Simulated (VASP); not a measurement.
# P (Cmce) in VASP: notebook

The runs below take P through single point, with r2SCAN.

Everything below comes from runs of VASP 6.6.1. Logs are shortened: lines on timing, memory, paths and dates and some standing lists are left out, and cuts for length are marked.

## (1) The cell of the first run

The structure is orthorhombic, space group Cmce (No. 64). Conventional cell: a = 3.251 Å, b = 10.782 Å, c = 4.482 Å, α = 90.00°, β = 90.00°, γ = 90.00°. P (site symmetry m) has 3 P at 2.17 to 2.22 Å within 2.9 Å.

## (2) Single point, r2SCAN

POSCAR reads:

```
P
1.0
    1.6254735952     -5.3911768097      0.0000000000
    1.6254735952      5.3911768097      0.0000000000
    0.0000000000      0.0000000000      4.4822275814
P
4
Direct
    0.9041431300      0.0958568700      0.5888151700
    0.0958568700      0.9041431300      0.4111848300
    0.5958568700      0.4041431300      0.0888151700
    0.4041431300      0.5958568700      0.9111848300
```

INCAR.step1 reads:

```
SYSTEM = P
ALGO = Normal
EDIFF = 1E-4
ENCUT = 520
GGA = PE
ISMEAR = -1
LASPH = .TRUE.
LCHARG = .FALSE.
LREAL = .FALSE.
LWAVE = .TRUE.
NBANDS = 18
NELM = 80
PREC = Accurate
SIGMA = 0.05
```

INCAR.step2 reads:

```
SYSTEM = P
ALGO = Normal
EDIFF = 1E-7
ENCUT = 520
ISIF = 2
ISMEAR = -1
ISTART = 1
LASPH = .TRUE.
LCHARG = .FALSE.
LMIXTAU = .TRUE.
LREAL = .FALSE.
LWAVE = .FALSE.
METAGGA = R2SCAN
NBANDS = 18
NELM = 80
PREC = Accurate
SIGMA = 0.05
```

KPOINTS reads:

```
k-points
0
G
  8 8 6
  0 0 0
```

Potentials or basis: VASP PAW PBE potentials, release 64 (P).

The run is started by

```console
> cat potpaw_PBE.64/P/POTCAR > POTCAR
> cp INCAR.step1 INCAR
> mpirun -np 1 vasp_std > vasp.out
> cp INCAR.step2 INCAR
> mpirun -np 1 vasp_std > vasp.out
```

OUTCAR:

```text
SYSTEM = P
   EDIFF = 1E-7
   ENCUT = 520
   ISIF = 2
   ISMEAR = -1
   ISTART = 1
   LASPH = .TRUE.
   LREAL = .FALSE.
   METAGGA = R2SCAN
   NELM = 80
   PREC = Accurate

 ion  position               nearest neighbor table
   1  0.904  0.096  0.589-   4 2.17   4 2.17   2 2.22
   2  0.096  0.904  0.411-   3 2.17   3 2.17   1 2.22
   3  0.596  0.404  0.089-   2 2.17   2 2.17   4 2.22
   4  0.404  0.596  0.911-   1 2.17   1 2.17   3 2.22

  LATTYP: Found a base centered orthorhombic cell.
 ALAT       =     3.2509471904
 B/A-ratio  =     3.3166806435
 C/A-ratio  =     1.3787451222

  Lattice vectors:

 A1 = (   1.6254735952,  -5.3911768097,   0.0000000000)
 A2 = (   1.6254735952,   5.3911768097,   0.0000000000)
 A3 = (   0.0000000000,   0.0000000000,   4.4822275814)

Analysis of symmetry for initial positions (statically):
=====================================================================
 Subroutine PRICEL returns:
 Original cell was already a primitive cell.

 Routine SETGRP: Setting up the symmetry group for a
 base centered orthorhombic supercell.

 Subroutine GETGRP returns: Found  8 space group operations
 (whereof  4 operations were pure point group operations)
 out of a pool of  8 trial point group operations.

The static configuration has the point symmetry C_2h.
 The point group associated with its full space group is D_2h.

Analysis of symmetry for dynamics (positions and initial velocities):
=====================================================================
 Subroutine PRICEL returns:
 Original cell was already a primitive cell.

 Routine SETGRP: Setting up the symmetry group for a
 base centered orthorhombic supercell.

 Subroutine GETGRP returns: Found  8 space group operations
 (whereof  4 operations were pure point group operations)
 out of a pool of  8 trial point group operations.

The dynamic configuration has the point symmetry C_2h.
 The point group associated with its full space group is D_2h.

 Subroutine INISYM returns: Found  8 space group operations
 (whereof  4 operations are pure point group operations),
 and found     1 'primitive' translations

----------------------------------------------------------------------------------------

                                     Primitive cell

  volume of cell :      78.5575

  direct lattice vectors                    reciprocal lattice vectors
     1.625473595 -5.391176810  0.000000000     0.307602659 -0.092744129  0.000000000
     1.625473595  5.391176810  0.000000000     0.307602659  0.092744129  0.000000000
     0.000000000  0.000000000  4.482227581     0.000000000  0.000000000  0.223103352

  length of vectors
     5.630892629  5.630892629  4.482227581     0.321280048  0.321280048  0.223103352

  position of ions in fractional coordinates (direct lattice)
     0.904143130  0.095856870  0.588815170
     0.095856870  0.904143130  0.411184830
     0.595856870  0.404143130  0.088815170
     0.404143130  0.595856870  0.911184830

  ion indices of the primitive-cell ions
   primitive index   ion index
                 1           1
                 2           2
                 3           3
                 4           4

----------------------------------------------------------------------------------------

 KPOINTS: k-points

Automatic generation of k-mesh.
 Grid dimensions read from file:
 generate k-points for:    8    8    6

 Generating k-lattice:

  Cartesian coordinates                     Fractional coordinates (reciprocal lattice)
     0.038450332 -0.011593016  0.000000000     0.125000000  0.000000000  0.000000000
     0.038450332  0.011593016  0.000000000     0.000000000  0.125000000  0.000000000
     0.000000000  0.000000000  0.037183892     0.000000000  0.000000000  0.166666667

  Length of vectors
     0.040160006  0.040160006  0.037183892

  Shift w.r.t. Gamma in fractional coordinates (k-lattice)
     0.000000000  0.000000000  0.000000000

 Subroutine IBZKPT returns following result:
 ===========================================

 Found     84 irreducible k-points:

 Following reciprocal coordinates:
            Coordinates               Weight
  0.000000  0.000000  0.000000      1.000000
  0.125000  0.000000  0.000000      4.000000
  0.250000  0.000000  0.000000      4.000000
  0.375000 -0.000000  0.000000      4.000000
  0.500000  0.000000  0.000000      2.000000
  0.125000  0.125000  0.000000      2.000000
[... 16 lines left out ...]
  0.125000  0.000000  0.166667      8.000000
  0.250000  0.000000  0.166667      8.000000
 [... further k-points ...]
   k-points           NKPTS =     84   k-points in BZ     NKDIM =     84   number of bands    NBANDS=     18
   number of dos      NEDOS =    301   number of ions     NIONS =      4
   total plane-waves  NPLWV =  63504
   dimension x,y,z NGX =    42 NGY =   42 NGZ =   36
   dimension x,y,z NGXF=    84 NGYF=   84 NGZF=   72
   ions per type =               4
   NGX,Y,Z   is equivalent  to a cutoff of  12.40, 12.40, 13.35 a.u.
   NGXF,Y,Z  is equivalent  to a cutoff of  24.80, 24.80, 26.70 a.u.
 SYSTEM =  P
   PREC   = accura    normal or accurate (medium, high low for compatibility)
   ISTART =      1    job   : 0-new  1-cont  2-samecut
   ICHARG =      0    charge: 1-file 2-atom 10-const
   ISPIN  =      1    spin polarized calculation?
   LNONCOLLINEAR =      F non collinear calculations
   LSORBIT =      F    spin-orbit coupling
   LASPH  =      T    aspherical Exc in radial PAW
   ENCUT  =  520.0 eV  38.22 Ry    6.18 a.u.  10.47 10.47  8.33*2*pi/ulx,y,z
   NELM   =     80;   NELMIN=  2; NELMDL=  0     # of ELM steps
   EDIFF  = 0.1E-06   stopping-criterion for ELM
   LREAL  =      F    real-space projection
   EDIFFG = 0.1E-05   stopping-criterion for IOM
   NSW    =      0    number of steps for IOM
   IBRION =     -1    ionic relax: 0-MD 1-quasi-New 2-CG
   NFREE  =      0    steps in history (QN), initial steepest desc. (CG)
   ISIF   =      2    stress and relaxation
   ISYM   =      2    0-nonsym 1-usesym 2-fastsym
   POTIM  = 0.5000    time-step for ionic-motion
   TEBEG  =    0.0;   TEEND  =   0.0 temperature during run
   PSTRESS=    0.0 pullay stress
   NELECT =      20.0000    total number of electrons
   NUPDOWN=      -1.0000    fix difference up-down
   EMIN   =  10.00;   EMAX   =-10.00  energy-range for DOS
   EFERMI =   0.00;   METHOD = LEGACY
   ISMEAR =    -1;   SIGMA  =   0.05  broadening in eV -4-tet -1-fermi 0-gaus
   EFERMI_NEDOS =   21; number of points for ismear=-14 and -15
   IALGO  =     38    algorithm
   IMIX   =      4    mixing-type and parameters
     AMIX     =   0.40;   BMIX     =  1.00
     AMIX_MAG =   1.60;   BMIX_MAG =  1.00
  volume/ion in A,a.u.               =      19.64       132.53
  Fermi-wavevector in a.u.,A,eV,Ry     =   1.037582  1.960745 14.647707  1.076576
  Thomas-Fermi vector in A             =   2.172026
   LORBIT       =      0    0 simple, 1 ext, 2 COOP (PROOUT), +10 PAW based schemes
   METAGGA = R2SCAN    functional components
   LHFCALC =     F    Hartree Fock is set to
   AEXX    =    0.0000 exact exchange contribution
   IVDW    =     0    specifies the selected vdW correction
   LEPSILON=     F    determine dielectric tensor
   LRPA    =     F    only Hartree local field effects (RPA)
 non-spin polarized calculation
  energy-cutoff  :      520.00
  volume of cell :       78.56
 maximum number of plane-waves:      2132
 NGX is ok and might be reduce to    42
   NGX = 21   NGY = 21   NGZ = 17

 number of electron      20.0000001 magnetization

 Free energy of the ion-electron system (eV)
  ---------------------------------------------------
  ext. energy  EPLUGINS =         0.00000000
  ---------------------------------------------------
  free energy    TOTEN  =       -35.88610817 eV

  energy without entropy =      -35.88586735  energy(sigma->0) =      -35.88598776

 E-fermi :   6.3693     XC(G=0): -10.0458

 val. band max:        6.2726358885   @ k =   0.5000   0.5000   0.0000
 cond. band min:       6.4631345130   @ k =   0.5000   0.5000   0.0000
 fundamental gap:      0.1904986245
 Fermi energy:         6.3693418719

 k-point     1 :       0.0000    0.0000    0.0000
  band No.  band energies     occupation
      1     -10.7417      2.00000
      2      -7.7199      2.00000
      3      -4.1477      2.00000
      4      -1.1236      2.00000
      5       0.9175      2.00000
      6       1.2760      2.00000
[... 10 lines left out ...]
     17      13.6105      0.00000
     18      14.0871      0.00000

 k-point     2 :       0.1250    0.0000    0.0000
  band No.  band energies     occupation
      1     -10.5330      2.00000
      2      -7.5218      2.00000
      3      -4.2346      2.00000
      4      -0.9417      2.00000
      5       0.7824      2.00000
      6       0.8887      2.00000
[... 10 lines left out ...]
     17      12.4805      0.00000
     18      13.6461      0.00000

 k-point     3 :       0.2500    0.0000    0.0000
  band No.  band energies     occupation
      1      -9.9136      2.00000
      2      -6.9278      2.00000
      3      -4.7854      2.00000
      4      -0.8632      2.00000
      5      -0.4383      2.00000
      6      -0.2883      2.00000
[... 10 lines left out ...]
     17      12.2201      0.00000
     18      13.4886      0.00000

 k-point     4 :       0.3750   -0.0000    0.0000
  band No.  band energies     occupation
      1      -8.9078      2.00000
      2      -6.0641      2.00000
      3      -5.9404      2.00000
      4      -2.8399      2.00000
      5      -0.3380      2.00000
      6       0.1544      2.00000
[... 375 lines left out ...]
      4      -1.3490      2.00000
      5       0.7606      2.00000
      6       1.5324      2.00000
[... 10 lines left out ...]
     17      14.0153      0.00000
     18      14.4477      0.00000

 k-point    23 :       0.1250    0.0000    0.1667
  band No.  band energies     occupation
      1     -10.3794      2.00000
      2      -7.7831      2.00000
      3      -4.1719      2.00000
      4      -1.2269      2.00000
      5       0.6111      2.00000
      6       0.7036      2.00000
[... 10 lines left out ...]
     17      13.3113      0.00000
     18      13.8299      0.00000

 k-point    24 :       0.2500    0.0000    0.1667
  band No.  band energies     occupation
      1      -9.7643      2.00000
      2      -7.2146      2.00000
      3      -4.5739      2.00000
      4      -1.3847      2.00000
      5      -0.5587      2.00000
      6      -0.0732      2.00000
[... 10 lines left out ...]
     17      12.2549      0.00000
     18      13.5676      0.00000

 [... further k-points ...]
[... 5 lines left out ...]
  --------------------------------------------------------------------------------------
  -------------------------------------------------------------------------------------
  Total        2.1321390      1.3988946      1.5904357      0.0000000     -0.0000000      0.0000000
  in kB       43.4849221     28.5304220     32.4368967      0.0000000     -0.0000000      0.0000000
  external PRESSURE =      34.8174136 kB  Pullay stress =       0.0000000 kB

 VOLUME and BASIS-vectors are now :
 -----------------------------------------------------------------------------
  energy-cutoff  :      520.00
  volume of cell :       78.56
      direct lattice vectors                 reciprocal lattice vectors
     1.625473595 -5.391176810  0.000000000     0.307602659 -0.092744129  0.000000000
     1.625473595  5.391176810  0.000000000     0.307602659  0.092744129  0.000000000
     0.000000000  0.000000000  4.482227581     0.000000000  0.000000000  0.223103352

 POSITION                                       TOTAL-FORCE (eV/Angst)
 -----------------------------------------------------------------------------------
      1.62547     -4.35761      2.63920         0.000000      0.266079     -0.217138
      1.62547      4.35761      1.84302         0.000000     -0.266079      0.217138
      1.62547     -1.03356      0.39809         0.000000     -0.266079     -0.217138
      1.62547      1.03356      4.08414         0.000000      0.266079      0.217138
 -----------------------------------------------------------------------------------
    total drift:                               -0.000000      0.000000     -0.000000

  FREE ENERGIE OF THE ION-ELECTRON SYSTEM (eV)
  ---------------------------------------------------
  free  energy   TOTEN  =       -35.8861081697 eV

  energy  without entropy=      -35.8858673545  energy(sigma->0) =      -35.88598776
```

It took 5.5 min on 1 thread of AMD EPYC 9R45 (Zen 5), shared host; peak memory 0.26 GiB.

What came out:

| Quantity | Value |
| --- | --- |
| Free energy | -35.8861 eV |
| Pressure | 3.5 GPa |
| Largest force | 0.343 eV/Å |
| Band gap on the k mesh | 0.19 eV |

Forces on the atoms (eV/Å):
```
P    0.000  0.266 -0.217
P    0.000 -0.266  0.217
P    0.000 -0.266 -0.217
P    0.000  0.266  0.217
```

Caveat: the cell stands under pressure; the PAW data sets were made with another functional, which shifts forces and pressure a little. A k mesh can miss the band edges.

## (3) Single point, r2SCAN

This run uses another cell than the first one, of 20.05 Å³/atom.

POSCAR reads:

```
P
1.0
    1.6366841122     -5.4283585144      0.0000000000
    1.6366841122      5.4283585144      0.0000000000
    0.0000000000      0.0000000000      4.5131404726
P
4
Direct
    0.9041431300      0.0958568700      0.5888151700
    0.0958568700      0.9041431300      0.4111848300
    0.5958568700      0.4041431300      0.0888151700
    0.4041431300      0.5958568700      0.9111848300
```

INCAR.step1 reads:

```
SYSTEM = P
  PREC = Accurate
  ENCUT = 520
  ISMEAR = -1
  SIGMA = 0.05
  LREAL = .False.
  LASPH = .True.
  NELM = 60
  NBANDS = 18
  GGA = PE
  ALGO = Normal
  EDIFF = 1E-4
  LWAVE = .True.
  LCHARG = .False.
```

INCAR.step2 reads:

```
SYSTEM = P
  PREC = Accurate
  ENCUT = 520
  EDIFF = 1E-6
  ISMEAR = -1
  SIGMA = 0.05
  LREAL = .False.
  LASPH = .True.
  NELM = 60
  ALGO = Normal
  ISIF = 2
  LWAVE = .False.
  LCHARG = .False.
  METAGGA = R2SCAN
  LMIXTAU = .True.
  NBANDS = 18
  ISTART = 1
```

KPOINTS reads:

```
regular mesh
0
Gamma
  8 8 6
  0 0 0
```

Potentials or basis: VASP PAW PBE potentials, release 64 (P).

The run is started by

```console
> cat potpaw_PBE.64/P/POTCAR > POTCAR
> cp INCAR.step1 INCAR
> mpirun -np 1 vasp_std > vasp.out
> cp INCAR.step2 INCAR
> mpirun -np 1 vasp_std > vasp.out
```

Wall time 4.4 min (1 thread of AMD EPYC 9R45 (Zen 5), shared host); peak memory 0.26 GiB.

The run converged. Its results:

| Item | Value |
| --- | --- |
| Free energy | -35.9126 eV |
| Pressure | 1.7 GPa |
| Largest force | 0.159 eV/Å |
| Band gap on the k mesh | 0.22 eV |

Forces on the atoms (eV/Å):
```
P    0.000  0.123 -0.101
P    0.000 -0.123  0.101
P    0.000 -0.123 -0.101
P    0.000  0.123  0.101
```

Stress tensor (GPa, compression positive):
```
2.03 0.00 0.00
0.00 1.41 0.00
0.00 0.00 1.53
```

Levels at points of the mesh, in eV from the valence-band top:
| k point | band 7 | band 8 | band 9 | band 10 | band 11 | band 12 | band 13 | band 14 |
| --- | --- | --- | --- | --- | --- | --- | --- | --- |
| (0.00, 0.00, 0.00) | -4.41 | -2.99 | -2.81 | -1.33 | 0.66 | 1.24 | 2.18 | 3.05 |
| (0.50, 0.00, 0.00) | -3.64 | -3.64 | -2.79 | -2.79 | 0.85 | 0.85 | 1.63 | 1.63 |
| (0.50, 0.50, 0.00) | -4.51 | -2.64 | -1.72 | 0.00 | 0.22 | 0.99 | 2.44 | 2.93 |
| (0.00, 0.00, 0.50) | -3.57 | -3.57 | -1.79 | -1.79 | 1.75 | 1.75 | 3.11 | 3.11 |
| (0.50, 0.00, 0.50) | -5.59 | -5.59 | -1.96 | -1.96 | 1.85 | 1.85 | 3.70 | 3.70 |
| (0.50, 0.50, 0.50) | -2.99 | -2.99 | -2.08 | -2.08 | 1.66 | 1.66 | 2.89 | 2.89 |

Caveat: the PAW data sets were made with another functional, which shifts forces and pressure a little.
